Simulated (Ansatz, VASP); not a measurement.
# AlNi in VASP and in Ansatz

```
Al Ni
1.0
     2.82041    0.00000    0.00000
     0.00000    2.82041    0.00000
     0.00000    0.00000    2.82041
Al Ni
1 1
Direct
  0.00000 0.00000 0.96543
  0.50000 0.50000 0.51589
```

Change from the starting cell: mode 6 frozen in at -0.100 Å, equal normal strain along x, y and z -0.0250.

Alike in both runs: task single point; functional PBE; k mesh 16 × 16 × 16; occupations gaussian, width 0.15 eV; no spin polarisation.

|  | VASP | Ansatz |
| --- | --- | --- |
| version | VASP 6.6.1 | Ansatz 0.2.0 |
| potentials or method | VASP PAW PBE potentials, release 64 (Al, Ni), cutoff 520 eV | scalar-relativistic, plane waves, PAW |
| valence electrons in the cell | 13 | 21 |

```csv
,VASP,Ansatz,Ansatz less VASP
gap on the k mesh at the Fermi level (eV),none,none,-
pressure (GPa),15.9,15.9,-0.06
"traceless stress, the component that is largest in VASP (GPa)",-1.03,-1.02,+0.011
rms of the force components (eV/Å),0.625,0.621,-0.0040
```

Atom by atom the forces differ by 0.004 eV/Å (rms over components). A gap of «none» marks a metal or a gap that the smearing closes. VASP's potentials hold 13 valence electrons a cell and Ansatz's 21, so a difference there can come from the potentials and not from the codes.
